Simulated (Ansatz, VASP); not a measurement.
Two plane-wave programs on Ti3H

File INCAR:

```
SYSTEM = Ti3H
PREC = Accurate
ENCUT = 520
EDIFF = 1E-6
ISMEAR = 0
SIGMA = 0.1
LREAL = .False.
LASPH = .True.
NELM = 80
ALGO = Normal
ISIF = 2
LWAVE = .False.
LCHARG = .False.
LDIPOL = .True.
IDIPOL = 3
DIPOL = 0.5 0.5 0.311
GGA = PE
NBANDS = 47
```

Contents of KPOINTS:

```
regular mesh
0
Gamma
  6 6 1
  0 0 0
```

POSCAR

```
Ti3H
1.0
    4.6039800811      0.0000000000      0.0000000000
   -2.3019900405      3.9871637087      0.0000000000
    0.0000000000      0.0000000000     22.4969948581
Ti H
6 2
Direct
    0.6666666667      0.3333333333      0.1778015253
    0.3333333333      0.6666666667      0.2195752601
    0.0000000000      0.0000000000      0.2613489950
    0.6666666667      0.3333333333      0.2980583739
    0.3333333333      0.6666666667      0.3304600279
    0.0000000000      0.0000000000      0.3776946615
    0.2173987909      0.7826012091      0.4119214551
    0.4492678757      0.5507321243      0.4119214551
```

Input for Ansatz:

```yaml
crystal:
  lattice:
    - [4.6039800811, 0.0, 0.0]
    - [-2.3019900405, 3.9871637087, 0.0]
    - [0.0, 0.0, 22.4969948581]
  atoms:
    - { symbol: Ti, position: [0.6666666667, 0.3333333333, 0.1778015253] }
    - { symbol: Ti, position: [0.3333333333, 0.6666666667, 0.2195752601] }
    - { symbol: Ti, position: [0.0, 0.0, 0.261348995] }
    - { symbol: Ti, position: [0.6666666667, 0.3333333333, 0.2980583739] }
    - { symbol: Ti, position: [0.3333333333, 0.6666666667, 0.3304600279] }
    - { symbol: Ti, position: [0.0, 0.0, 0.3776946615] }
    - { symbol: H, position: [0.2173987909, 0.7826012091, 0.4119214551] }
    - { symbol: H, position: [0.4492678757, 0.5507321243, 0.4119214551] }
basis:
  ecutwfc: 420
kpoints:
  mp_grid: { grid: [6, 6, 1] }
hamiltonian:
  xc: pbe
scf:
  occupations: { method: gaussian, width: 0.1 }
output:
  forces: true
  eigenvalues: true
efield:
  axis: 3
  dipole_correction: true
  ramp_width: 0.04
```

Alike in both runs: task single point; functional PBE; k mesh 6 × 6 × 1; occupations gaussian, width 0.1 eV; no spin polarisation.

|  | VASP | Ansatz |
| --- | --- | --- |
| version | VASP 6.6.1 | Ansatz 0.2.0 |
| potentials or method | VASP PAW PBE potentials, release 64 (Ti_sv, H), cutoff 520 eV | scalar-relativistic, plane waves, PAW |
| valence electrons in the cell | 74 | 74 |

```csv
,VASP,Ansatz,Ansatz less VASP
gap on the k mesh at the Fermi level (eV),none,none,-
rms of the force components (eV/Å),0.589,0.589,+0.0006
```

Atom by atom the forces differ by 0.005 eV/Å (rms over components). A gap of «none» marks a metal or a gap that the smearing closes.
